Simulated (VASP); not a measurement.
Set up this calculation in VASP 6.6.1, as the native input.

```
Task                   : single point
Functional             : LDA
Potentials or basis    : VASP PAW LDA potentials, release 64 (Li_sv, Mg)
Cutoff                 : 520 eV
k mesh                 : 5 × 5 × 5
Occupations            : fermi-dirac, width 0.1 eV
Spin                   : no spin polarisation
Dipole correction      : no
Further INCAR settings : ALGO = Normal; EDIFF = 1e-06; NBANDS = 19
```

The structure of LiMg3 lies in POSCAR:

```
LiMg3
1.0
    6.2710413700      0.0000000000      0.0000000000
   -3.1355206900      5.4308811400      0.0000000000
    0.0000000000      0.0000000000      5.0649471800
Li Mg
2 6
Direct
    0.6666666700      0.3333333300      0.7500000000
    0.3333333300      0.6666666700      0.2500000000
    0.1673685700      0.3347371400      0.7500000000
    0.6652628600      0.8326314300      0.7500000000
    0.1673685700      0.8326314300      0.7500000000
    0.8326314300      0.1673685700      0.2500000000
    0.8326314300      0.6652628600      0.2500000000
    0.3347371400      0.1673685700      0.2500000000
```

One way to write it, as run:

INCAR

```
SYSTEM = LiMg3
  PREC = Accurate
  ENCUT = 520
  EDIFF = 1E-6
  ISMEAR = -1
  SIGMA = 0.1
  LREAL = .FALSE.
  LASPH = .TRUE.
  NELM = 100
  ALGO = Normal
  ISIF = 2
  LWAVE = .FALSE.
  LCHARG = .FALSE.
  GGA = CA
  NBANDS = 19
```

KPOINTS

```
Automatic mesh
0
G
  5 5 5
  0 0 0
```

Potentials or basis: VASP PAW LDA potentials, release 64 (Li_sv, Mg).

The run is started by

```bash
$ cat potpaw_LDA.64/Li_sv/POTCAR potpaw_LDA.64/Mg/POTCAR > POTCAR
$ mpirun -np 1 vasp_std > vasp.out
```

Results of the run:

The largest force is 0.070 eV/Å and the band gap on the k mesh is zero (band 9 reaches 2.62 eV, above the bottom of band 10 at 0.90 eV).

It took 82 s on 1 thread of Intel Xeon 6975P-C, with other jobs on the host, peak memory 0.24 GiB.
